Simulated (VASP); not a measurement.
Si4IrPd:

```
CELL_PARAMETERS angstrom
-2.78000 2.78000 5.56000
2.78000 -2.78000 5.56000
2.78000 2.78000 -5.56000
ATOMIC_POSITIONS crystal
Si 0.62500 0.62500 0.50000
Si 0.12500 0.62500 0.00000
Si 0.62500 0.12500 0.00000
Si 0.12500 0.12500 0.50000
Si 0.87500 0.37500 0.00000
Si 0.37500 0.87500 0.00000
Si 0.87500 0.87500 0.50000
Si 0.37500 0.37500 0.50000
Pd 0.25000 0.75000 0.50000
Pd 0.50000 0.50000 0.00000
Ir 0.75000 0.25000 0.50000
Ir 0.00000 0.00000 0.00000
```

| Property | Result |
| --- | --- |
| Program | VASP 6.6.1 |
| Task | relaxation of cell and atoms |
| Functional | PBE |
| Potentials or basis | VASP PAW PBE potentials, release 64 (Si, Pd, Ir) |
| Cutoff | 600 eV |
| k mesh | 4 × 4 × 4 |
| Occupations | gaussian, width 0.2 eV |
| Spin | no spin polarisation |

At the start: pressure 19.8 GPa; volume 14.32 Å³/atom.

How do energy, volume and symmetry change on relaxing?

Over 7 steps the energy falls by 84.2 meV/atom and the volume is 15.80 Å³/atom (+10.3 %); space group I4_1/amd (No. 141, to 0.1 Å) before and after.

Step by step:
```tsv
step	energy change (eV)	largest force (eV/Å)	pressure (GPa)	volume (Å³)
1	0.0000	0.1091	19.83	171.88
2	0.7259	0.4056	-15.95	219.85
3	-0.9899	0.2472	-0.68	190.49
4	-0.9916	0.2421	-0.15	189.82
5	-0.9915	0.2395	0.16	189.45
6	-1.0060	0.1118	0.20	189.54
7	-1.0103	0.0051	0.28	189.63
```

Final structure:
```
Si Pd Ir
1.0
    -2.87445    2.87445    5.73780
     2.87445   -2.87445    5.73780
     2.87445    2.87445   -5.73780
Si Pd Ir
8 2 2
Direct
  0.62878 0.62500 0.50378
  0.12122 0.62500 0.99622
  0.62878 0.12500 0.00378
  0.12122 0.12500 0.49622
  0.87500 0.37122 0.99622
  0.37500 0.87878 0.00378
  0.87500 0.87878 0.50378
  0.37500 0.37122 0.49622
  0.25000 0.75000 0.50000
  0.50000 0.50000 0.00000
  0.75000 0.25000 0.50000
  0.00000 0.00000 0.00000
```
